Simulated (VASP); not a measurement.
A run of VASP 6.6.1:

File INCAR:

```
PREC = Accurate
ENCUT = 520
EDIFF = 1E-6
ISMEAR = 0
SIGMA = 0.02
LREAL = False
LASPH = True
NELM = 60
ALGO = Normal
ISIF = 2
LWAVE = False
LCHARG = False
GGA = PE
NBANDS = 46
```

KPOINTS

```
regular mesh
0
Gamma
  6 6 6
```

The input POSCAR:

```
Zn4SeS3
1.0
    5.5155751000      0.0000000000      0.0000000000
    0.0000000000      5.5155751000      0.0000000000
    0.0000000000      0.0000000000      5.5155751000
Zn Se S
4 1 3
Direct
    0.7436060000      0.7436060000      0.7436060000
    0.7436060000      0.2563940000      0.2563940000
    0.2563940000      0.7436060000      0.2563940000
    0.2563940000      0.2563940000      0.7436060000
    0.0000000000      0.0000000000      0.0000000000
    0.5000000000      0.5000000000      0.0000000000
    0.5000000000      0.0000000000      0.5000000000
    0.0000000000      0.5000000000      0.5000000000
```

Potentials or basis: VASP PAW PBE potentials, release 64 (Zn, Se, S).

Command:

```bash
$ cat potpaw_PBE.64/Zn/POTCAR potpaw_PBE.64/Se/POTCAR potpaw_PBE.64/S/POTCAR > POTCAR
$ mpirun -np 1 vasp_std > vasp.out
```

Hardware: 1 thread of AMD EPYC 9R45 96-Core Processor (Zen 5), with other jobs on the host.

Task: How long does it take, and how much memory?

Result: It took 83 s on 1 thread of AMD EPYC 9R45 96-Core Processor (Zen 5) (shared host), peak memory 0.3 GiB. Counts: scf iterations 15, k points 20.
